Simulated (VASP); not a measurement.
# HgTe in VASP: further runs

The runs below take HgTe through single point, relaxation of the atoms, with PBE.

Program: VASP 6.6.1. These are calculated values, not measurements. Logs are shortened: lines on timing, memory, paths and dates and some standing lists are left out, and cuts for length are marked.

## (1) The cell of the first run

Symmetry: Fm-3m, No. 225, cubic system. The conventional cell has a = 5.958 Å, b = 5.958 Å, c = 5.958 Å, α = 90.00°, β = 90.00°, γ = 90.00°. Hg (site symmetry m-3m) has 6 Te at 2.98 Å within 3.9 Å. Te (site symmetry m-3m) has 6 Hg at 2.98 Å within 3.9 Å.

## (2) Single point, PBE (26.43 Å³/atom)

INCAR

```
  ALGO = Normal
  EDIFF = 1E-6
  ENCUT = 520
  GGA = PE
  ISIF = 2
  ISMEAR = -1
  LASPH = T
  LCHARG = F
  LREAL = F
  LWAVE = F
  NBANDS = 16
  NELM = 60
  PREC = Accurate
  SIGMA = 0.05
```

KPOINTS

```
k-points
0
Gamma
  14 14 14
```

POSCAR

```
HgTe
1.0
    0.0000000000      2.9787988607      2.9787988607
    2.9787988607      0.0000000000      2.9787988607
    2.9787988607      2.9787988607      0.0000000000
Hg Te
1 1
Direct
    0.0000000000      0.0000000000      0.0000000000
    0.5000000000      0.5000000000      0.5000000000
```

Potentials or basis: VASP PAW PBE potentials, release 64 (Hg, Te).

Started as:

```console
$ cat potpaw_PBE.64/Hg/POTCAR potpaw_PBE.64/Te/POTCAR > POTCAR
$ mpirun -np 1 vasp_std > vasp.out
```

OUTCAR:

```text
EDIFF = 1E-6
   ENCUT = 520
   GGA = PE
   ISIF = 2
   ISMEAR = -1
   LASPH = T
   LREAL = F
   NELM = 60
   PREC = Accurate

 ion  position               nearest neighbor table
   1  0.000  0.000  0.000-   2 2.98   2 2.98   2 2.98   2 2.98   2 2.98   2 2.98
   2  0.500  0.500  0.500-   1 2.98   1 2.98   1 2.98   1 2.98   1 2.98   1 2.98

  LATTYP: Found a face centered cubic cell.
 ALAT       =     5.9575977214

  Lattice vectors:

 A1 = (   0.0000000000,   2.9787988607,   2.9787988607)
 A2 = (   2.9787988607,   0.0000000000,   2.9787988607)
 A3 = (   2.9787988607,   2.9787988607,   0.0000000000)

Analysis of symmetry for initial positions (statically):
=====================================================================
 Subroutine PRICEL returns:
 Original cell was already a primitive cell.

 Routine SETGRP: Setting up the symmetry group for a
 face centered cubic supercell.

 Subroutine GETGRP returns: Found 48 space group operations
 (whereof 48 operations were pure point group operations)
 out of a pool of 48 trial point group operations.

The static configuration has the point symmetry O_h .

Analysis of symmetry for dynamics (positions and initial velocities):
=====================================================================
 Subroutine PRICEL returns:
 Original cell was already a primitive cell.

 Routine SETGRP: Setting up the symmetry group for a
 face centered cubic supercell.

 Subroutine GETGRP returns: Found 48 space group operations
 (whereof 48 operations were pure point group operations)
 out of a pool of 48 trial point group operations.

The dynamic configuration has the point symmetry O_h .

 Subroutine INISYM returns: Found 48 space group operations
 (whereof 48 operations are pure point group operations),
 and found     1 'primitive' translations

----------------------------------------------------------------------------------------

                                     Primitive cell

  volume of cell :      52.8632

  direct lattice vectors                    reciprocal lattice vectors
     0.000000000  2.978798861  2.978798861    -0.167852891  0.167852891  0.167852891
     2.978798861  0.000000000  2.978798861     0.167852891 -0.167852891  0.167852891
     2.978798861  2.978798861  0.000000000     0.167852891  0.167852891 -0.167852891

  length of vectors
     4.212657748  4.212657748  4.212657748     0.290729735  0.290729735  0.290729735

  position of ions in fractional coordinates (direct lattice)
     0.000000000  0.000000000  0.000000000
     0.500000000  0.500000000  0.500000000

  ion indices of the primitive-cell ions
   primitive index   ion index
                 1           1
                 2           2

----------------------------------------------------------------------------------------

 KPOINTS: k-points

Automatic generation of k-mesh.
 Grid dimensions read from file:
 generate k-points for:   14   14   14

 Generating k-lattice:

  Cartesian coordinates                     Fractional coordinates (reciprocal lattice)
    -0.011989492  0.011989492  0.011989492     0.071428571  0.000000000  0.000000000
     0.011989492 -0.011989492  0.011989492     0.000000000  0.071428571  0.000000000
     0.011989492  0.011989492 -0.011989492     0.000000000  0.000000000  0.071428571

  Length of vectors
     0.020766410  0.020766410  0.020766410

  Shift w.r.t. Gamma in fractional coordinates (k-lattice)
     0.000000000  0.000000000  0.000000000

 Subroutine IBZKPT returns following result:
 ===========================================

 Found    104 irreducible k-points:

 Following reciprocal coordinates:
            Coordinates               Weight
  0.000000  0.000000  0.000000      1.000000
  0.071429  0.000000  0.000000      8.000000
  0.142857  0.000000  0.000000      8.000000
  0.214286  0.000000  0.000000      8.000000
  0.285714  0.000000  0.000000      8.000000
  0.357143  0.000000  0.000000      8.000000
[... 16 lines left out ...]
  0.214286  0.142857  0.000000     24.000000
  0.285714  0.142857  0.000000     24.000000
 [... further k-points ...]
   k-points           NKPTS =    104   k-points in BZ     NKDIM =    104   number of bands    NBANDS=     16
   number of dos      NEDOS =    301   number of ions     NIONS =      2
   total plane-waves  NPLWV =  32768
   dimension x,y,z NGX =    32 NGY =   32 NGZ =   32
   dimension x,y,z NGXF=    64 NGYF=   64 NGZF=   64
   ions per type =               1   1
   NGX,Y,Z   is equivalent  to a cutoff of  12.63, 12.63, 12.63 a.u.
   NGXF,Y,Z  is equivalent  to a cutoff of  25.26, 25.26, 25.26 a.u.
 SYSTEM =  unknown system
   PREC   = accura    normal or accurate (medium, high low for compatibility)
   ISTART =      0    job   : 0-new  1-cont  2-samecut
   ICHARG =      2    charge: 1-file 2-atom 10-const
   ISPIN  =      1    spin polarized calculation?
   LNONCOLLINEAR =      F non collinear calculations
   LSORBIT =      F    spin-orbit coupling
   LASPH  =      T    aspherical Exc in radial PAW
   ENCUT  =  520.0 eV  38.22 Ry    6.18 a.u.   7.83  7.83  7.83*2*pi/ulx,y,z
   NELM   =     60;   NELMIN=  2; NELMDL= -5     # of ELM steps
   EDIFF  = 0.1E-05   stopping-criterion for ELM
   LREAL  =      F    real-space projection
   EDIFFG = 0.1E-04   stopping-criterion for IOM
   NSW    =      0    number of steps for IOM
   IBRION =     -1    ionic relax: 0-MD 1-quasi-New 2-CG
   NFREE  =      0    steps in history (QN), initial steepest desc. (CG)
   ISIF   =      2    stress and relaxation
   ISYM   =      2    0-nonsym 1-usesym 2-fastsym
   POTIM  = 0.5000    time-step for ionic-motion
   TEBEG  =    0.0;   TEEND  =   0.0 temperature during run
   PSTRESS=    0.0 pullay stress
   NELECT =      18.0000    total number of electrons
   NUPDOWN=      -1.0000    fix difference up-down
   EMIN   =  10.00;   EMAX   =-10.00  energy-range for DOS
   EFERMI =   0.00;   METHOD = LEGACY
   ISMEAR =    -1;   SIGMA  =   0.05  broadening in eV -4-tet -1-fermi 0-gaus
   EFERMI_NEDOS =   21; number of points for ismear=-14 and -15
   IALGO  =     38    algorithm
   IMIX   =      4    mixing-type and parameters
     AMIX     =   0.40;   BMIX     =  1.00
     AMIX_MAG =   1.60;   BMIX_MAG =  1.00
  volume/ion in A,a.u.               =      26.43       178.37
  Fermi-wavevector in a.u.,A,eV,Ry     =   1.143180  2.160296 17.780906  1.306860
  Thomas-Fermi vector in A             =   2.279876
   LORBIT       =      0    0 simple, 1 ext, 2 COOP (PROOUT), +10 PAW based schemes
   GGA     = PE    functional components
[... 5 lines left out ...]
 non-spin polarized calculation
  energy-cutoff  :      520.00
  volume of cell :       52.86
 maximum number of plane-waves:      1436
   NGX = 15   NGY = 15   NGZ = 15

 number of electron      17.9999999 magnetization

 Free energy of the ion-electron system (eV)
  ---------------------------------------------------
  ext. energy  EPLUGINS =         0.00000000
  ---------------------------------------------------
  free energy    TOTEN  =        -3.26693263 eV

  energy without entropy =       -3.25725039  energy(sigma->0) =       -3.26209151

 E-fermi :   5.2244     XC(G=0): -10.2172

 val. band max:        5.2202836093   @ k =   0.4286   0.1429   0.0714
 cond. band min:       5.2249740886   @ k =   0.4286   0.0714   0.0000
 fundamental gap:      0.0046904793
 Fermi energy:         5.2243650222

 k-point     1 :       0.0000    0.0000    0.0000
  band No.  band energies     occupation
      1      -7.3360      2.00000
      2      -1.7734      2.00000
      3      -1.7734      2.00000
      4      -1.7113      2.00000
      5      -1.7113      2.00000
      6      -1.7113      2.00000
[... 8 lines left out ...]
     15      13.1590      0.00000
     16      13.1591      0.00000

 k-point     2 :       0.0714    0.0000    0.0000
  band No.  band energies     occupation
      1      -7.2854      2.00000
      2      -1.7934      2.00000
      3      -1.7934      2.00000
      4      -1.7187      2.00000
      5      -1.7041      2.00000
      6      -1.7041      2.00000
[... 8 lines left out ...]
     15      13.2251      0.00000
     16      13.2251      0.00000

 k-point     3 :       0.1429    0.0000    0.0000
  band No.  band energies     occupation
      1      -7.1367      2.00000
      2      -1.8533      2.00000
      3      -1.8533      2.00000
      4      -1.7434      2.00000
      5      -1.6783      2.00000
      6      -1.6783      2.00000
[... 8 lines left out ...]
     15      13.4707      0.00000
     16      13.4707      0.00000

 k-point     4 :       0.2143    0.0000    0.0000
  band No.  band energies     occupation
      1      -6.9002      2.00000
      2      -1.9394      2.00000
      3      -1.9394      2.00000
      4      -1.7956      2.00000
      5      -1.6379      2.00000
      6      -1.6379      2.00000
[... 8 lines left out ...]
     15      13.8844      0.00000
     16      13.8844      0.00000

 k-point     5 :       0.2857    0.0000    0.0000
  band No.  band energies     occupation
      1      -6.5979      2.00000
      2      -2.0315      2.00000
      3      -2.0315      2.00000
      4      -1.8959      2.00000
      5      -1.5916      2.00000
      6      -1.5916      2.00000
[... 8 lines left out ...]
     15      14.4527      0.00000
     16      14.4527      0.00000

 k-point     6 :       0.3571    0.0000    0.0000
  band No.  band energies     occupation
      1      -6.2720      2.00000
      2      -2.1113      2.00000
      3      -2.1113      2.00000
      4      -2.0679      2.00000
      5      -1.5490      2.00000
      6      -1.5490      2.00000
[... 8 lines left out ...]
     15      15.1472      0.00000
     16      15.1472      0.00000

 k-point     7 :       0.4286    0.0000    0.0000
  band No.  band energies     occupation
      1      -5.9995      2.00000
      2      -2.2761      2.00000
      3      -2.1650      2.00000
      4      -2.1650      2.00000
      5      -1.5190      2.00000
      6      -1.5190      2.00000
[... 8 lines left out ...]
     15      15.8755      0.00000
     16      15.8755      0.00000

 k-point     8 :       0.5000    0.0000    0.0000
  band No.  band energies     occupation
      1      -5.8882      2.00000
      2      -2.3773      2.00000
      3      -2.1838      2.00000
      4      -2.1838      2.00000
      5      -1.5082      2.00000
      6      -1.5082      2.00000
[... 8 lines left out ...]
     15      16.2765      0.00000
     16      16.2765      0.00000

 k-point     9 :       0.0714    0.0714    0.0000
  band No.  band energies     occupation
      1      -7.2692      2.00000
      2      -1.8278      2.00000
      3      -1.7677      2.00000
      4      -1.7198      2.00000
      5      -1.7037      2.00000
      6      -1.7037      2.00000
[... 8 lines left out ...]
     15      13.8407      0.00000
     16      13.8407      0.00000
[... 172 lines left out ...]
 k-point    19 :      -0.2143    0.0714    0.0000
  band No.  band energies     occupation
      1      -6.7711      2.00000
      2      -2.0133      2.00000
      3      -1.9655      2.00000
      4      -1.8013      2.00000
      5      -1.6338      2.00000
      6      -1.6009      2.00000
[... 8 lines left out ...]
     15      13.6150      0.00000
     16      14.8591      0.00000

 k-point    20 :      -0.1429    0.0714    0.0000
  band No.  band energies     occupation
      1      -7.0265      2.00000
      2      -1.9261      2.00000
      3      -1.8700      2.00000
      4      -1.7530      2.00000
      5      -1.6716      2.00000
      6      -1.6478      2.00000
[... 8 lines left out ...]
     15      13.4617      0.00000
     16      14.2640      0.00000

 k-point    21 :      -0.0714    0.0714    0.0000
  band No.  band energies     occupation
      1      -7.2027      2.00000
      2      -1.8481      2.00000
      3      -1.8066      2.00000
      4      -1.7285      2.00000
      5      -1.6954      2.00000
      6      -1.6861      2.00000
[... 8 lines left out ...]
     15      13.4596      0.00000
     16      13.7403      0.00000

 k-point    22 :       0.1429    0.1429    0.0000
  band No.  band energies     occupation
      1      -7.0805      2.00000
      2      -1.9640      2.00000
      3      -1.7517      2.00000
      4      -1.7436      2.00000
      5      -1.6793      2.00000
      6      -1.6793      2.00000
[... 8 lines left out ...]
     15      14.8528      0.00000
     16      14.8528      0.00000

 k-point    23 :       0.2143    0.1429    0.0000
  band No.  band energies     occupation
      1      -6.9194      2.00000
      2      -2.0422      2.00000
      3      -1.7792      2.00000
      4      -1.7631      2.00000
      5      -1.6570      2.00000
      6      -1.6397      2.00000
[... 8 lines left out ...]
     15      14.9179      0.00000
     16      15.1541      0.00000

 k-point    24 :       0.2857    0.1429    0.0000
  band No.  band energies     occupation
      1      -6.6866      2.00000
      2      -2.1129      2.00000
      3      -1.8512      2.00000
      4      -1.7951      2.00000
      5      -1.6250      2.00000
      6      -1.5853      2.00000
[... 8 lines left out ...]
     15      15.0042      0.00000
     16      15.4614      0.00000

 [... further k-points ...]

------------------------ aborting loop because EDIFF is reached ----------------------------------------

  FORCE on cell =-STRESS in cart. coord.  units (eV):
  Direction    XX          YY          ZZ          XY          YZ          ZX
  --------------------------------------------------------------------------------------
  -------------------------------------------------------------------------------------
  Total        1.8584226      1.8584226      1.8584226     -0.0000000     -0.0000000      0.0000000
  in kB       56.3250411     56.3250411     56.3250411     -0.0000000     -0.0000000      0.0000000
  external PRESSURE =      56.3250411 kB  Pullay stress =       0.0000000 kB

 VOLUME and BASIS-vectors are now :
 -----------------------------------------------------------------------------
  energy-cutoff  :      520.00
  volume of cell :       52.86
      direct lattice vectors                 reciprocal lattice vectors
     0.000000000  2.978798861  2.978798861    -0.167852891  0.167852891  0.167852891
     2.978798861  0.000000000  2.978798861     0.167852891 -0.167852891  0.167852891
     2.978798861  2.978798861  0.000000000     0.167852891  0.167852891 -0.167852891

 POSITION                                       TOTAL-FORCE (eV/Angst)
 -----------------------------------------------------------------------------------
      0.00000      0.00000      0.00000         0.000000      0.000000     -0.000000
      2.97880      2.97880      2.97880        -0.000000      0.000000      0.000000
 -----------------------------------------------------------------------------------
    total drift:                                0.000000     -0.000000     -0.000000

  FREE ENERGIE OF THE ION-ELECTRON SYSTEM (eV)
  ---------------------------------------------------
  free  energy   TOTEN  =        -3.2669326258 eV

  energy  without entropy=       -3.2572503915  energy(sigma->0) =       -3.26209151
```

Run time: 78 s. Hardware: 1 thread of Intel Xeon 8259CL, shared host; peak memory 0.24 GiB.

Results:

| Item | Value |
| --- | --- |
| Free energy | -3.2669 eV |
| Pressure | 5.6 GPa |
| Band gap on the k mesh | zero (bands 9 and 10 overlap by 2.91 eV) |

Caveat: the cell stands under pressure; spin-orbit coupling is left out, which moves the levels of the heavy elements.

(Continued in part 2 of 2.)
